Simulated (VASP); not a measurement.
CsH, 2 atoms in the cell. It takes space group Fm-3m (No. 225, cubic). Conventional cell: a = 5.650 Å, b = 5.650 Å, c = 5.650 Å, α = 90.00°, β = 90.00°, γ = 90.00°. Within 3.7 Å of Cs (site symmetry m-3m) lie 6 H at 2.83 Å. H (site symmetry m-3m) has 6 Cs at 2.83 Å within 3.7 Å. 

```yaml
Program: VASP 6.6.1
Task: phonons
Functional: r2SCAN
Potentials_or_basis: VASP PAW PBE potentials, release 64 (Cs_sv, H)
Cutoff: 520 eV
k_mesh: 6 × 6 × 6
Occupations: gaussian, width 0.01 eV
Spin: no spin polarisation
Dipole_correction: no
Further_INCAR_settings: ALGO = Normal; EDIFF = 1e-08; IBRION = 6; POTIM = 0.015; NSW = 1
```

Potentials or basis: VASP PAW PBE potentials, release 64 (Cs_sv, H).

Run with:

```bash
$ cat potpaw_PBE.64/Cs_sv/POTCAR potpaw_PBE.64/H/POTCAR > POTCAR
$ mpirun -np 1 vasp_std > vasp.out
```

Hardware: 1 thread of AMD EPYC 9R45 96-Core Processor (Zen 5) (shared host).

Q: Estimate the wall time of this run.

A: It took 2.2 min on 1 thread of AMD EPYC 9R45 96-Core Processor (Zen 5) (shared host), peak memory 0.16 GiB. Counts: scf iterations 64, k points 16.
